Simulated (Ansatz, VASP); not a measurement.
**Two plane-wave programs on Sb**

```
Sb
1.0
     2.13645    1.23348    3.82811
    -2.13645    1.23348    3.82811
     0.00000   -2.46696    3.82811
Sb
2
Direct
  0.23111 0.23111 0.23111
  0.76889 0.76889 0.76889
```

Alike in both runs: task single point; functional revPBE; k mesh 14 × 14 × 14; occupations fermi-dirac, width 0.1 eV; no spin polarisation.

```csv
,VASP,Ansatz
version,VASP 6.6.1,Ansatz 0.2.0
potentials or method,"VASP PAW PBE potentials, release 64 (Sb), cutoff 520 eV","plane waves (420 eV) with PAW, scalar-relativistic"
valence electrons in the cell,10,30
```

|  | VASP | Ansatz | Ansatz less VASP |
| --- | --- | --- | --- |
| pressure (GPa) | 4.7 | 4.6 | -0.07 |
| traceless stress, the component that is largest in VASP (GPa) | -0.76 | -0.72 | +0.047 |

VASP's potentials were made for PBE, not for revPBE. VASP's potentials hold 10 valence electrons a cell and Ansatz's 30, so a difference there can come from the potentials and not from the codes.

Spin-orbit coupling is off throughout.
